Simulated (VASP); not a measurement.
# MgS (P6/mmm) in VASP: relaxation of cell and atoms with PBE

Aim: the relaxation of cell and atoms of MgS with PBE.

Everything below comes from runs of VASP 6.6.1. Logs are shortened: lines on timing, memory, paths and dates and some standing lists are left out, and cuts for length are marked.

## (1) The cell of the first run

The structure is hexagonal, space group P6/mmm (No. 191). Conventional cell: a = 3.131 Å, b = 3.131 Å, c = 4.565 Å, α = 90.00°, β = 90.00°, γ = 120.00°. Mg (site symmetry 6/mmm) has 2 S at 2.28 Å within 3.0 Å. S (site symmetry 6/mmm) has 2 Mg at 2.28 Å within 3.0 Å.

The cell was generated, and may not be a known phase.

## (2) Relaxation of cell and atoms, PBE

INCAR reads:

```
SYSTEM = MgS
ALGO = Normal
EDIFF = 1E-7
EDIFFG = -0.04
ENCUT = 840
GGA = PE
GGA_COMPAT = .FALSE.
IBRION = 2
ISIF = 3
ISMEAR = 0
LASPH = .TRUE.
LCHARG = .FALSE.
LREAL = .FALSE.
LWAVE = .FALSE.
NELM = 120
NELMIN = 4
NSW = 90
PREC = Accurate
SIGMA = 0.1
```

KPOINTS reads:

```
k-points
0
G
  6 6 4
  0 0 0
```

POSCAR reads:

```
MgS
1.0
    3.1306318400      0.0000000000      0.0000000000
   -1.5653159200      2.7112067000      0.0000000000
    0.0000000000      0.0000000000      4.5648429200
Mg S
1 1
Direct
    0.0000000000      0.0000000000      0.0000000000
    0.0000000000      0.0000000000      0.5000000000
```

Potentials or basis: VASP PAW PBE potentials, release 64 (Mg_sv, S).

The run is started by

```
$ cat potpaw_PBE.64/Mg_sv/POTCAR potpaw_PBE.64/S/POTCAR > POTCAR
$ mpirun -np 1 vasp_std > vasp.out
```

OUTCAR:

```text
SYSTEM = MgS
   EDIFF = 1E-7
   EDIFFG = -0.04
   ENCUT = 840
   GGA = PE
   IBRION = 2
   ISIF = 3
   ISMEAR = 0
   LASPH = .TRUE.
   LREAL = .FALSE.
   NELM = 120
   NELMIN = 4
   NSW = 90
   PREC = Accurate

 ion  position               nearest neighbor table
   1  0.000  0.000  0.000-   2 2.28   2 2.28
   2  0.000  0.000  0.500-   1 2.28   1 2.28

  LATTYP: Found a hexagonal cell.
 ALAT       =     3.1306318400
 C/A-ratio  =     1.4581219234

  Lattice vectors:

 A1 = (   3.1306318400,   0.0000000000,   0.0000000000)
 A2 = (  -1.5653159200,   2.7112067000,   0.0000000000)
 A3 = (   0.0000000000,   0.0000000000,   4.5648429200)

Analysis of symmetry for initial positions (statically):
=====================================================================
 Subroutine PRICEL returns:
 Original cell was already a primitive cell.

 Routine SETGRP: Setting up the symmetry group for a
 hexagonal supercell.

 Subroutine GETGRP returns: Found 24 space group operations
 (whereof 24 operations were pure point group operations)
 out of a pool of 24 trial point group operations.

The static configuration has the point symmetry D_6h.

Analysis of symmetry for dynamics (positions and initial velocities):
=====================================================================
 Subroutine PRICEL returns:
 Original cell was already a primitive cell.

 Routine SETGRP: Setting up the symmetry group for a
 hexagonal supercell.

 Subroutine GETGRP returns: Found 24 space group operations
 (whereof 24 operations were pure point group operations)
 out of a pool of 24 trial point group operations.

The dynamic configuration has the point symmetry D_6h.

 Subroutine INISYM returns: Found 24 space group operations
 (whereof 24 operations are pure point group operations),
 and found     1 'primitive' translations

----------------------------------------------------------------------------------------

                                     Primitive cell

  volume of cell :      38.7454

  direct lattice vectors                    reciprocal lattice vectors
     3.130631840  0.000000000  0.000000000     0.319424337  0.184419727  0.000000000
    -1.565315920  2.711206700  0.000000000     0.000000000  0.368839454  0.000000000
     0.000000000  0.000000000  4.564842920     0.000000000  0.000000000  0.219065588

  length of vectors
     3.130631840  3.130631837  4.564842920     0.368839454  0.368839454  0.219065588

  position of ions in fractional coordinates (direct lattice)
     0.000000000  0.000000000  0.000000000
     0.000000000  0.000000000  0.500000000

[... 105 lines left out ...]
 Gauss-broadening in eV      SIGMA  =   0.10
  energy-cutoff  :      840.00
  volume of cell :       38.75
 maximum number of plane-waves:      2170
 NGX is ok and might be reduce to    30
   NGX = 15   NGY = 15   NGZ = 21

--------------------------------------- Ionic step        1  -------------------------------------------

 number of electron      16.0000011 magnetization

 Free energy of the ion-electron system (eV)
  ---------------------------------------------------
  ext. energy  EPLUGINS =         0.00000000
  ---------------------------------------------------
  free energy    TOTEN  =        -5.06376290 eV

  energy without entropy =       -5.04884802  energy(sigma->0) =       -5.05630546

------------------------ aborting loop because EDIFF is reached ----------------------------------------

  FORCE on cell =-STRESS in cart. coord.  units (eV):
  Direction    XX          YY          ZZ          XY          YZ          ZX
  --------------------------------------------------------------------------------------
  -------------------------------------------------------------------------------------
  Total        2.3161445      2.3161445      3.0859108      0.0000000     -0.0000000     -0.0000000
  in kB       95.7757957     95.7757955    127.6067004      0.0000000     -0.0000000     -0.0000000
  external PRESSURE =     106.3860972 kB  Pullay stress =       0.0000000 kB
[... 89 lines left out ...]
  FREE ENERGIE OF THE ION-ELECTRON SYSTEM (eV)
  ---------------------------------------------------
  free  energy   TOTEN  =        -5.2492582088 eV

  energy  without entropy=       -5.2306312781  energy(sigma->0) =       -5.23994474

 E-fermi :   0.1931     XC(G=0):  -7.0443

 val. band max:       -0.1308062418   @ k =   0.0000   0.0000   0.5000
 cond. band min:       0.5065250513   @ k =   0.0000   0.0000   0.0000
 fundamental gap:      0.6373312931
 Fermi energy:         0.1931066120

 k-point     1 :       0.0000    0.0000    0.0000
  band No.  band energies     occupation
      1     -75.5589      2.00000
      2     -42.3695      2.00000
      3     -42.3695      2.00000
      4     -42.2558      2.00000
      5     -11.5070      2.00000
      6      -2.5683      2.00000
      7      -0.3053      2.00000
      8      -0.3053      2.00000
      9       0.5065      0.00001
     10       6.7044      0.00000
     11       8.2328      0.00000
     12       8.2328      0.00000
[... 286 lines left out ...]
 k-point    21 :       0.3333    0.3333    0.5000
  band No.  band energies     occupation
      1     -75.5535      2.00000
      2     -42.3681      2.00000
      3     -42.3681      2.00000
      4     -42.2578      2.00000
      5     -10.9468      2.00000
      6      -3.6942      2.00000
      7      -1.1890      2.00000
      8      -1.1890      2.00000
      9       2.7027      0.00000
     10       2.7027      0.00000
     11       7.1466      0.00000
     12       9.2628      0.00000

[... ionic steps 4 to 17 ...]

--------------------------------------- Ionic step       18  -------------------------------------------

 number of electron      15.9999958 magnetization

------------------------ aborting loop because EDIFF is reached ----------------------------------------
[... 67 lines left out ...]
--------------------------------------- Ionic step       20  -------------------------------------------

 number of electron      15.9999971 magnetization

 Free energy of the ion-electron system (eV)
  ---------------------------------------------------
  ext. energy  EPLUGINS =         0.00000000
  ---------------------------------------------------
  free energy    TOTEN  =        -6.05378791 eV

  energy without entropy =       -6.05367930  energy(sigma->0) =       -6.05373360

 E-fermi :  -0.1464     XC(G=0):  -6.8647

 val. band max:       -0.3126437110   @ k =   0.0000   0.0000   0.5000
 cond. band min:      -0.0029392869   @ k =   0.0000   0.0000   0.0000
 fundamental gap:      0.3097044242
 Fermi energy:        -0.1464161697

 k-point     1 :       0.0000    0.0000    0.0000
  band No.  band energies     occupation
      1     -76.1151      2.00000
      2     -42.9352      2.00000
      3     -42.9352      2.00000
      4     -42.7977      2.00000
      5     -11.5706      2.00000
      6      -2.8038      2.00000
      7      -0.4737      2.00000
      8      -0.4737      2.00000
      9      -0.0029      0.04245
     10       6.2847      0.00000
     11       7.9482      0.00000
     12       7.9482      0.00000
[... 327 lines left out ...]
  FREE ENERGIE OF THE ION-ELECTRON SYSTEM (eV)
  ---------------------------------------------------
  free  energy   TOTEN  =        -6.0537879051 eV

  energy  without entropy=       -6.0536793008  energy(sigma->0) =       -6.05373360

 reached required accuracy - stopping structural energy minimisation
```

CONTCAR:

```text
MgS
   1.00000000000000
     4.2434332131722599    0.0000000000000000   -0.0000000000000000
    -2.1217166065861299    3.6749209546061730    0.0000000000000000
     0.0000000000000000   -0.0000000000000001    4.4279127982130406
  Mg              S
     1     1
Direct
     0.0000000000000000    0.0000000000000000    0.0000000000000000
     0.0000000000000000    0.0000000000000000    0.5000000000000000

  0.00000000E+00  0.00000000E+00  0.00000000E+00
  0.00000000E+00  0.00000000E+00  0.00000000E+00
```

Run time: 5.6 min. Hardware: 1 thread of Intel Xeon Platinum 8375C at 2.90GHz (Ice Lake), shared host; peak memory 0.2 GiB.

Results:

- Free energy: -6.0538 eV
- Relaxed volume: 34.53 Å³/atom
- Relaxed cell: a = 4.243 Å, b = 4.243 Å, c = 4.428 Å, α = 90.00°, β = 90.00°, γ = 120.00°
- Space group after relaxing (to 0.1 Å): P6/mmm (No. 191)
- Energy gained by relaxing: 495.0 meV/atom
- Ionic steps: 20
- Pressure after relaxing: 0.0 GPa
- Band gap on the k mesh: 0.31 eV (least direct gap 0.47 eV)

The path:
```
step  energy change (eV)  largest force (eV/Å)  pressure (GPa)  volume (Å³)
   1              0.0000                0.0000           10.64        38.75
   2             -0.1803                0.0000           -0.71        46.41
   3             -0.1855                0.0000            0.67        45.03
   4             -0.2972                0.0000            0.87        47.08
   5             -0.4252                0.0000            1.68        49.52
   6             -0.7348                0.0000            4.57        54.27
   7              0.0757                0.0000           16.63        62.87
   8             -0.7828                0.0000            6.37        56.11
   9             -0.7788                0.0000            7.08        56.73
  10             -0.7961                0.0000            6.94        57.65
  11             -0.8361                0.0000            6.50        60.43
  12             -0.8400                0.0000            5.35        66.17
  13             -0.8526                0.0000            5.97        63.41
  14             -0.9056                0.0000            4.52        64.77
  15             -0.9856                0.0000            0.72        68.99
  16             -0.9885                0.0000           -0.03        69.96
  17             -0.9885                0.0000           -0.13        70.09
  18             -0.9889                0.0000           -0.12        69.99
  19             -0.9897                0.0000           -0.06        69.67
  20             -0.9900                0.0000            0.04        69.05
```

Final structure:
```cif
data_structure
_symmetry_space_group_name_H-M 'P 1'
_symmetry_Int_Tables_number 1
_cell_length_a 4.2434
_cell_length_b 4.2434
_cell_length_c 4.4279
_cell_angle_alpha 90.000
_cell_angle_beta 90.000
_cell_angle_gamma 120.000
_cell_volume 69.05
loop_
_atom_site_label
_atom_site_type_symbol
_atom_site_fract_x
_atom_site_fract_y
_atom_site_fract_z
_atom_site_occupancy
Mg1 Mg 0.00000 0.00000 0.00000 1
S1 S 0.00000 0.00000 0.50000 1
```

Levels at points of the mesh, in eV from the valence-band top:
```csv
k point,band 4,band 5,band 6,band 7,band 8,band 9,band 10,band 11,band 12
"(0.00, 0.00, 0.00)",-42.49,-11.26,-2.49,-0.16,-0.16,0.31,6.60,8.26,8.26
"(0.50, 0.00, 0.00)",-42.49,-11.04,-2.26,-1.96,-0.53,2.60,4.44,6.24,7.00
"(0.00, 0.00, 0.50)",-42.49,-11.00,-4.23,0.00,0.00,3.05,5.78,6.71,6.71
"(0.50, 0.00, 0.50)",-42.49,-10.81,-3.60,-1.38,-0.30,1.86,5.08,5.44,7.28
```

Caveat: the volume moved by over 15 % at a fixed basis, so the end points are rough; semilocal functionals underestimate gaps, and a narrow one can read as zero. A k mesh can miss the band edges.
